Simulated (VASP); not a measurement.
Wanted: the native input for a VASP 6.6.1 run.

```
Task                   : relaxation of volume and atoms at fixed shape
Functional             : LDA
Potentials or basis    : VASP PAW LDA potentials, release 64 (K_sv)
Cutoff                 : 600 eV
k mesh                 : 7 × 7 × 7
Occupations            : fermi-dirac, width 0.02 eV
Spin                   : no spin polarisation
Dipole correction      : no
Further INCAR settings : ALGO = Normal; EDIFF = 1e-06; IBRION = 2; EDIFFG = -0.02; NSW = 80; ISIF = 8
```

The structure of K lies in POSCAR:

```
K
1.0
    4.5249830000      0.0000000000      0.0000000000
   -1.5083276194      4.2661949021      0.0000000000
   -1.5083276194     -2.1330973508      3.6946332206
K
1
Direct
    0.0000000000      0.0000000000      0.0000000000
```

One way to write it, as run:

INCAR

```
SYSTEM = K
ALGO = Normal
EDIFF = 1E-6
EDIFFG = -0.02
ENCUT = 600
GGA = CA
IBRION = 2
ISIF = 8
ISMEAR = -1
LASPH = .TRUE.
LCHARG = .FALSE.
LREAL = .FALSE.
LWAVE = .FALSE.
NELM = 100
NSW = 80
PREC = Accurate
SIGMA = 0.02
```

KPOINTS

```
k-points
0
G
  7 7 7
  0 0 0
```

Potentials or basis: VASP PAW LDA potentials, release 64 (K_sv).

Launch:

```bash
$ cat potpaw_LDA.64/K_sv/POTCAR > POTCAR
$ mpirun -np 1 vasp_std > vasp.out
```

Results of the run:

```yaml
Relaxed_volume: 64.02 Å³/atom
Relaxed_cell: a = 4.365 Å, b = 4.365 Å, c = 4.365 Å, α = 109.47°, β = 109.47°, γ = 109.47°
Space_group_after_relaxing_to_0.05_Å: Im-3m (No. 229)
Energy_gained_by_relaxing: 10.0 meV/atom
Ionic_steps: 5
Pressure_after_relaxing: 0.0 GPa
```

Caveat: the volume moved by -10 % from the deposited cell, more than functionals usually miss.

Wall time 60 s on 1 thread of Intel Xeon 8259CL, with other jobs on the host, peak memory 0.19 GiB.
